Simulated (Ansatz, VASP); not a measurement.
## Cs in VASP and in Ansatz

```
Cs
1.0
    -3.18511    3.18511    3.18511
     3.18511   -3.18511    3.18511
     3.18511    3.18511   -3.18511
Cs
1
Direct
  0.00000 0.00000 0.00000
```

Alike in both runs: task single point; functional BLYP; k mesh 12 × 12 × 12; occupations fermi-dirac, width 0.1 eV; no spin polarisation.

|  | VASP | Ansatz |
| --- | --- | --- |
| version | VASP 6.6.1 | Ansatz 0.2.0 |
| potentials or method | VASP PAW PBE potentials, release 64 (Cs_sv), cutoff 520 eV | plane waves (420 eV) with PAW, scalar-relativistic |
| valence electrons in the cell | 9 | 9 |

```csv
,VASP,Ansatz,Ansatz less VASP
pressure (GPa),-0.1,-0.1,0.00
```

VASP's potentials were made for PBE, not for BLYP.

Neither program's run includes spin-orbit coupling.
